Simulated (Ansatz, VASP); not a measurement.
# Pd in VASP and in Ansatz

```
CELL_PARAMETERS angstrom
0.00000 1.90520 1.90520
1.90520 0.00000 1.90520
1.90520 1.90520 0.00000
ATOMIC_POSITIONS crystal
Pd 0.00000 0.00000 0.00000
```

Change from the starting cell: volume scaled by 0.94, crystal datasets.

Alike in both runs: task electric field gradients; functional LDA; k mesh 18 × 18 × 18; occupations fermi-dirac, width 0.05 eV; no spin polarisation.

```csv
,VASP,Ansatz
version,VASP 6.6.1,Ansatz 0.2.0
potentials or method,"VASP PAW LDA potentials, release 64 (Pd), cutoff 520 eV","all-electron PAW with datasets made for the crystal, scalar-relativistic"
```

```tsv
	VASP	Ansatz	Ansatz less VASP
pressure (GPa)	5.8	5.5	-0.29
```

LDA's correlation is that of Perdew and Zunger in VASP and of Perdew and Wang (1992) in Ansatz. Ansatz ran all-electron here, and VASP with PAW potentials.
